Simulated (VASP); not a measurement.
# C (Fmmm) in VASP: notebook

C is run at these levels: LDA; tasks: single point.

All numbers are computed with VASP 6.6.1; they aren't measurements. Logs are shortened: lines on timing, memory, paths and dates and some standing lists are left out, and cuts for length are marked.

## Step 1: The cell of the first run

Symmetry: Fmmm, No. 69, orthorhombic system. Conventional cell: a = 2.389 Å, b = 4.137 Å, c = 6.512 Å, α = 90.00°, β = 90.00°, γ = 90.00°. Within 1.8 Å of C (site symmetry m2m) lie 3 C at 1.38 Å.

## Step 2: Single point, LDA

The input, INCAR:

```
ALGO     = Normal         # electronic algorithm
EDIFF    = 1E-7           # SCF threshold, eV
ENCUT    = 520            # plane-wave cutoff, eV
ISIF     = 2              # what is computed and relaxed
ISMEAR   = 0              # smearing method
LASPH    = True           # aspherical terms in the spheres
LCHARG   = True           # write CHGCAR
LELF     = True           # ELF
LREAL    = False          # projectors in reciprocal space
LVHAR    = True         
LWAVE    = False          # write WAVECAR
NBANDS   = 11             # bands
NELM     = 60             # most SCF steps
PREC     = Accurate       # precision mode
SIGMA    = 0.1            # smearing width, eV
```

The input, KPOINTS:

```
k-points
0
Gamma
  14 14 14
```

The input, POSCAR:

```
C
1.0
    0.0000000000      2.0686964334      3.2562273902
    1.1943390786      0.0000000000      3.2562273902
    1.1943390786      2.0686964334      0.0000000000
C
2
Direct
    0.1666666667      0.8333333333      0.1666666667
    0.8333333333      0.1666666667      0.8333333333
```

Potentials or basis: VASP PAW LDA potentials, release 64 (C).

Command:

```console
> cat potpaw_LDA.64/C/POTCAR > POTCAR
> mpirun -np 1 vasp_std > vasp.out
```

OUTCAR:

```text
EDIFF = 1E-7
   ENCUT = 520
   ISIF = 2
   ISMEAR = 0
   LASPH = True
   LREAL = False
   NELM = 60
   PREC = Accurate

 ion  position               nearest neighbor table
   1  0.167  0.833  0.167-   2 1.38   2 1.38   2 1.38
   2  0.833  0.167  0.833-   1 1.38   1 1.38   1 1.38

  LATTYP: Found a face centered orthorhombic cell.
 ALAT       =     2.3886781572
 B/A-ratio  =     1.7320846906
 C/A-ratio  =     2.7263843648

  Lattice vectors:

 A1 = (   0.0000000000,   2.0686964334,   3.2562273902)
 A2 = (   1.1943390786,   0.0000000000,   3.2562273902)
 A3 = (   1.1943390786,   2.0686964334,   0.0000000000)

Analysis of symmetry for initial positions (statically):
=====================================================================
 Subroutine PRICEL returns:
 Original cell was already a primitive cell.

 Routine SETGRP: Setting up the symmetry group for a
 face centered orthorhombic supercell.

 Subroutine GETGRP returns: Found  8 space group operations
 (whereof  8 operations were pure point group operations)
 out of a pool of  8 trial point group operations.

The static configuration has the point symmetry D_2h.

Analysis of symmetry for dynamics (positions and initial velocities):
=====================================================================
 Subroutine PRICEL returns:
 Original cell was already a primitive cell.

 Routine SETGRP: Setting up the symmetry group for a
 face centered orthorhombic supercell.

 Subroutine GETGRP returns: Found  8 space group operations
 (whereof  8 operations were pure point group operations)
 out of a pool of  8 trial point group operations.

The dynamic configuration has the point symmetry D_2h.

 Subroutine INISYM returns: Found  8 space group operations
 (whereof  8 operations are pure point group operations),
 and found     1 'primitive' translations

----------------------------------------------------------------------------------------

                                     Primitive cell

  volume of cell :      16.0905

  direct lattice vectors                    reciprocal lattice vectors
     0.000000000  2.068696433  3.256227390    -0.418641581  0.241698101  0.153551930
     1.194339079  0.000000000  3.256227390     0.418641581 -0.241698101  0.153551930
     1.194339079  2.068696433  0.000000000     0.418641581  0.241698101 -0.153551930

  length of vectors
     3.857787157  3.468351576  2.388713203     0.507205028  0.507205028  0.507205028

  position of ions in fractional coordinates (direct lattice)
     0.166666667  0.833333333  0.166666667
     0.833333333  0.166666667  0.833333333

  ion indices of the primitive-cell ions
   primitive index   ion index
                 1           1
                 2           2

----------------------------------------------------------------------------------------

 KPOINTS: k-points

Automatic generation of k-mesh.
 Grid dimensions read from file:
 generate k-points for:   14   14   14

 Generating k-lattice:

  Cartesian coordinates                     Fractional coordinates (reciprocal lattice)
    -0.029902970  0.017264150  0.010967995     0.071428571  0.000000000  0.000000000
     0.029902970 -0.017264150  0.010967995     0.000000000  0.071428571  0.000000000
     0.029902970  0.017264150 -0.010967995     0.000000000  0.000000000  0.071428571

  Length of vectors
     0.036228931  0.036228931  0.036228931

  Shift w.r.t. Gamma in fractional coordinates (k-lattice)
     0.000000000  0.000000000  0.000000000

 Subroutine IBZKPT returns following result:
 ===========================================

 Found    428 irreducible k-points:

 Following reciprocal coordinates:
            Coordinates               Weight
  0.000000  0.000000  0.000000      1.000000
  0.071429  0.000000  0.000000      8.000000
  0.142857  0.000000  0.000000      8.000000
  0.214286 -0.000000  0.000000      8.000000
  0.285714  0.000000  0.000000      8.000000
  0.357143  0.000000  0.000000      8.000000
[... 16 lines left out ...]
  0.214286  0.142857  0.000000      8.000000
  0.285714  0.142857  0.000000      8.000000
 [... further k-points ...]
   k-points           NKPTS =    428   k-points in BZ     NKDIM =    428   number of bands    NBANDS=     11
   number of dos      NEDOS =    301   number of ions     NIONS =      2
   total plane-waves  NPLWV =  15120
   dimension x,y,z NGX =    30 NGY =   28 NGZ =   18
   dimension x,y,z NGXF=    60 NGYF=   56 NGZF=   36
   ions per type =               2
   NGX,Y,Z   is equivalent  to a cutoff of  12.93, 13.42, 12.53 a.u.
   NGXF,Y,Z  is equivalent  to a cutoff of  25.86, 26.84, 25.05 a.u.
 SYSTEM =  unknown system
   PREC   = accura    normal or accurate (medium, high low for compatibility)
   ISTART =      0    job   : 0-new  1-cont  2-samecut
   ICHARG =      2    charge: 1-file 2-atom 10-const
   ISPIN  =      1    spin polarized calculation?
   LNONCOLLINEAR =      F non collinear calculations
   LSORBIT =      F    spin-orbit coupling
   LASPH  =      T    aspherical Exc in radial PAW
   ENCUT  =  520.0 eV  38.22 Ry    6.18 a.u.   7.17  6.45  4.44*2*pi/ulx,y,z
   NELM   =     60;   NELMIN=  2; NELMDL= -5     # of ELM steps
   EDIFF  = 0.1E-06   stopping-criterion for ELM
   LREAL  =      F    real-space projection
   EDIFFG = 0.1E-05   stopping-criterion for IOM
   NSW    =      0    number of steps for IOM
   IBRION =     -1    ionic relax: 0-MD 1-quasi-New 2-CG
   NFREE  =      0    steps in history (QN), initial steepest desc. (CG)
   ISIF   =      2    stress and relaxation
   ISYM   =      2    0-nonsym 1-usesym 2-fastsym
   POTIM  = 0.5000    time-step for ionic-motion
   TEBEG  =    0.0;   TEEND  =   0.0 temperature during run
   PSTRESS=    0.0 pullay stress
   NELECT =       8.0000    total number of electrons
   NUPDOWN=      -1.0000    fix difference up-down
   EMIN   =  10.00;   EMAX   =-10.00  energy-range for DOS
   EFERMI =   0.00;   METHOD = LEGACY
   ISMEAR =     0;   SIGMA  =   0.10  broadening in eV -4-tet -1-fermi 0-gaus
   EFERMI_NEDOS =   21; number of points for ismear=-14 and -15
   IALGO  =     38    algorithm
   IMIX   =      4    mixing-type and parameters
     AMIX     =   0.40;   BMIX     =  1.00
     AMIX_MAG =   1.60;   BMIX_MAG =  1.00
  volume/ion in A,a.u.               =       8.05        54.29
  Fermi-wavevector in a.u.,A,eV,Ry     =   1.296926  2.450834 22.885223  1.682016
  Thomas-Fermi vector in A             =   2.428351
   LORBIT       =      0    0 simple, 1 ext, 2 COOP (PROOUT), +10 PAW based schemes
   GGA     = CA    functional components
   LHFCALC =     F    Hartree Fock is set to
   AEXX    =    0.0000 exact exchange contribution
   IVDW    =     0    specifies the selected vdW correction
   LEPSILON=     F    determine dielectric tensor
   LRPA    =     F    only Hartree local field effects (RPA)
 non-spin polarized calculation
 Gauss-broadening in eV      SIGMA  =   0.10
  energy-cutoff  :      520.00
  volume of cell :       16.09
 maximum number of plane-waves:       450
 NGX is ok and might be reduce to    30
   NGX = 15   NGY = 13   NGZ =  9

 number of electron       7.9999999 magnetization

 Free energy of the ion-electron system (eV)
  ---------------------------------------------------
  ext. energy  EPLUGINS =         0.00000000
  ---------------------------------------------------
  free energy    TOTEN  =       -20.13332854 eV

  energy without entropy =      -20.13330268  energy(sigma->0) =      -20.13331561

 E-fermi :   5.7338     XC(G=0): -11.1427

 val. band max:        5.6150040031   @ k =   0.5000  -0.1429   0.3571
 cond. band min:       5.9123697595   @ k =  -0.1429   0.2143   0.2857
 fundamental gap:      0.2973657564
 Fermi energy:         5.7337888070

 k-point     1 :       0.0000    0.0000    0.0000
  band No.  band energies     occupation
      1     -14.8021      2.00000
      2      -1.6225      2.00000
      3       2.4696      2.00000
      4       2.5010      2.00000
      5       9.1952      0.00000
      6      14.3513      0.00000
      7      14.4343      0.00000
      8      17.8882      0.00000
      9      20.5831      0.00000
     10      29.0202      0.00000
     11      32.0592      0.00000

 k-point     2 :       0.0714    0.0000    0.0000
  band No.  band energies     occupation
      1     -14.6695      2.00000
      2      -1.5098      2.00000
      3       2.0061      2.00000
      4       2.1989      2.00000
      5       9.4189      0.00000
      6      14.4865      0.00000
      7      14.9390      0.00000
      8      17.3839      0.00000
      9      20.7688      0.00000
     10      29.4468      0.00000
     11      30.6655      0.00000

 k-point     3 :       0.1429    0.0000    0.0000
  band No.  band energies     occupation
      1     -14.2735      2.00000
      2      -1.1692      2.00000
      3       0.7215      2.00000
      4       1.5089      2.00000
      5      10.0846      0.00000
      6      14.5771      0.00000
      7      16.0084      0.00000
      8      16.4703      0.00000
      9      21.3663      0.00000
     10      28.0924      0.00000
     11      30.5798      0.00000

 k-point     4 :       0.2143   -0.0000    0.0000
  band No.  band energies     occupation
      1     -13.6186      2.00000
      2      -1.0282      2.00000
      3      -0.5958      2.00000
      4       0.6798      2.00000
      5      11.1618      0.00000
      6      14.0776      0.00000
      7      14.5258      0.00000
      8      18.6580      0.00000
      9      22.3205      0.00000
     10      25.9051      0.00000
     11      30.6009      0.00000

 k-point     5 :       0.2857    0.0000    0.0000
  band No.  band energies     occupation
      1     -12.7127      2.00000
      2      -2.9713      2.00000
      3      -0.0916      2.00000
      4       0.2095      2.00000
      5      11.7690      0.00000
      6      12.7354      0.00000
      7      14.3728      0.00000
      8      21.2228      0.00000
      9      23.0231      0.00000
     10      24.6279      0.00000
     11      29.4610      0.00000
[... 211 lines left out ...]
 k-point    21 :      -0.0714    0.0714   -0.0000
  band No.  band energies     occupation
      1     -14.2905      2.00000
      2      -1.0287      2.00000
      3       0.7249      2.00000
      4       1.5090      2.00000
      5       9.8112      0.00000
      6      14.5800      0.00000
      7      15.9881      0.00000
      8      16.4681      0.00000
      9      21.3870      0.00000
     10      28.0475      0.00000
     11      30.6054      0.00000

 k-point    22 :       0.1429    0.1429    0.0000
  band No.  band energies     occupation
      1     -14.7343      2.00000
      2      -2.1449      2.00000
      3       2.4723      2.00000
      4       2.4929      2.00000
      5      10.2596      0.00000
      6      14.3582      0.00000
      7      14.4106      0.00000
      8      17.9209      0.00000
      9      20.5437      0.00000
     10      28.9217      0.00000
     11      31.1195      0.00000

 k-point    23 :       0.2143    0.1429    0.0000
  band No.  band energies     occupation
      1     -14.5720      2.00000
      2      -2.2334      2.00000
      3       1.9959      2.00000
      4       2.1983      2.00000
      5      10.9455      0.00000
      6      14.4691      0.00000
      7      14.9346      0.00000
      8      17.4524      0.00000
      9      20.7015      0.00000
     10      29.2470      0.00000
     11      30.1195      0.00000

 k-point    24 :       0.2857    0.1429    0.0000
  band No.  band energies     occupation
      1     -14.1525      2.00000
      2      -2.0280      2.00000
      3       0.6984      2.00000
      4       1.5088      2.00000
      5      11.9779      0.00000
      6      14.5664      0.00000
      7      16.1451      0.00000
      8      16.4873      0.00000
      9      21.2274      0.00000
     10      28.1995      0.00000
     11      30.3310      0.00000

 [... further k-points ...]
[... 5 lines left out ...]
  --------------------------------------------------------------------------------------
  -------------------------------------------------------------------------------------
  Total        3.5615551      3.5626129      0.0985237      0.0000000      0.0000000      0.0000000
  in kB      354.6346084    354.7399396      9.8102989      0.0000000      0.0000000      0.0000000
  external PRESSURE =     239.7282823 kB  Pullay stress =       0.0000000 kB

 VOLUME and BASIS-vectors are now :
 -----------------------------------------------------------------------------
  energy-cutoff  :      520.00
  volume of cell :       16.09
      direct lattice vectors                 reciprocal lattice vectors
     0.000000000  2.068696433  3.256227390    -0.418641581  0.241698101  0.153551930
     1.194339079  0.000000000  3.256227390     0.418641581 -0.241698101  0.153551930
     1.194339079  2.068696433  0.000000000     0.418641581  0.241698101 -0.153551930

 POSITION                                       TOTAL-FORCE (eV/Angst)
 -----------------------------------------------------------------------------------
      1.19434      0.68957      3.25623         0.000000      0.040599      0.000000
      1.19434      3.44783      3.25623         0.000000     -0.040599      0.000000
 -----------------------------------------------------------------------------------
    total drift:                               -0.000000     -0.000000     -0.000000

  FREE ENERGIE OF THE ION-ELECTRON SYSTEM (eV)
  ---------------------------------------------------
  free  energy   TOTEN  =       -20.1333285426 eV

  energy  without entropy=      -20.1333026816  energy(sigma->0) =      -20.13331561
```

Run time: 38 s. Hardware: 1 thread of Intel Xeon 6975P-C (Granite Rapids), shared host; peak memory 0.16 GiB.

What came out:

- Free energy: -20.1333 eV
- Pressure: 24.0 GPa
- Largest force: 0.041 eV/Å
- Band gap on the k mesh: 0.30 eV, indirect (least direct gap 0.38 eV)

Forces in eV/Å, atoms in the order of the input:
```
C    0.000  0.041  0.000
C    0.000 -0.041  0.000
```

A k mesh can miss the band edges.

## Step 3: Single point, LDA

This run uses another cell than the first one, of 8.40 Å³/atom, 1.043 times its volume.

The input, INCAR:

```
SYSTEM = C
ALGO     = Normal         ! electronic algorithm
EDIFF    = 1E-6           ! SCF threshold, eV
ENCUT    = 520            ! plane-wave cutoff, eV
ISIF     = 2              ! what is computed and relaxed
ISMEAR   = 0              ! smearing method
LASPH    = .True.         ! aspherical terms in the spheres
LCHARG   = .True.         ! write CHGCAR
LELF     = .True.         ! ELF
LREAL    = .False.        ! projectors in reciprocal space
LVHAR    = .True.       
LWAVE    = .False.        ! write WAVECAR
NBANDS   = 11             ! bands
NELM     = 80             ! most SCF steps
PREC     = Accurate       ! precision mode
SIGMA    = 0.1            ! smearing width, eV
```

The input, KPOINTS:

```
k-points
0
Gamma
  14 14 14
  0 0 0
```

The input, POSCAR:

```
C
1.0
    0.0000000000      2.0982532328      3.3027512099
    1.2114033709      0.0000000000      3.3027512099
    1.2114033709      2.0982532328      0.0000000000
C
2
Direct
    0.1666666667      0.8333333333      0.1666666667
    0.8333333333      0.1666666667      0.8333333333
```

Potentials or basis: VASP PAW LDA potentials, release 64 (C).

Command:

```console
> cat potpaw_LDA.64/C/POTCAR > POTCAR
> mpirun -np 1 vasp_std > vasp.out
```

Wall time 34 s (1 thread of Intel Xeon 6975P-C (Granite Rapids), shared host); peak memory 0.17 GiB.

It converged, with:

* Free energy: -20.2057 eV
* Pressure: 9.2 GPa
* Largest force: 0.038 eV/Å
* Band gap on the k mesh: 0.31 eV, indirect (least direct gap 0.40 eV)

Forces in eV/Å, atoms in the order of the input:
```
C    0.000  0.038  0.000
C    0.000 -0.038  0.000
```

Stress tensor (GPa, compression positive):
```
13.60  0.00  0.00
 0.00 13.62  0.00
 0.00  0.00  0.50
```

Levels at points of the mesh, in eV from the valence-band top:
| k point | band 1 | band 2 | band 3 | band 4 | band 5 | band 6 | band 7 | band 8 |
| --- | --- | --- | --- | --- | --- | --- | --- | --- |
| (0.00, 0.00, 0.00) | -20.03 | -6.98 | -3.14 | -3.11 | 3.65 | 8.47 | 8.55 | 11.76 |
| (0.50, 0.00, 0.00) | -14.34 | -13.62 | -6.67 | -2.63 | 1.43 | 7.84 | 12.32 | 13.38 |
| (0.50, 0.50, 0.00) | -19.67 | -9.16 | -3.15 | -3.13 | 8.43 | 8.51 | 10.18 | 11.92 |
| (0.50, 0.00, 0.50) | -14.46 | -13.72 | -6.64 | -1.77 | 2.42 | 8.08 | 10.89 | 10.99 |
| (0.00, 0.50, 0.50) | -14.20 | -13.52 | -6.70 | -3.37 | 0.64 | 7.61 | 13.66 | 17.32 |

A k mesh can miss the band edges.
